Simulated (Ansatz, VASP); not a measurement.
# Cu4W: VASP beside Ansatz

```xyz
5
Lattice="4.9980 0.0000 0.0000 -2.4990 4.3284 0.0000 0.0000 0.0000 4.8385" Properties=species:S:1:pos:R:3 pbc="T T T"
Cu    0.0000    0.0000    0.0000
Cu    2.4990    0.0000    2.4192
Cu   -1.2495    2.1642    2.4192
Cu    1.2495    2.1642    2.4192
W     0.0000    0.0000    2.4192
```

Alike in both runs: functional PBE; k mesh 6 × 6 × 4; occupations gaussian, width 0.1 eV; no spin polarisation.

Ansatz relaxed the structure, and its values are those at the end. VASP's run is a single point on that final structure, the one shown.

```csv
,VASP,Ansatz
version,VASP 6.6.1,Ansatz 0.2.0
potentials or method,"VASP PAW PBE potentials, release 64 (Cu, W_sv), cutoff 520 eV","scalar-relativistic, plane waves, PAW"
valence electrons in the cell,58,90
```

Ansatz gave:

| Item | Value |
| --- | --- |
| gap on the k mesh at the Fermi level (eV) | none |
| pressure (GPa) | 0.0 |

Q: What did VASP give for the same quantities?

A: gap on the k mesh at the Fermi level (eV): none; pressure (GPa): 0.4.

A gap of «none» marks a metal or a gap that the smearing closes. VASP's potentials hold 58 valence electrons a cell and Ansatz's 90, so a difference there can come from the potentials and not from the codes.

Spin-orbit coupling is off throughout.
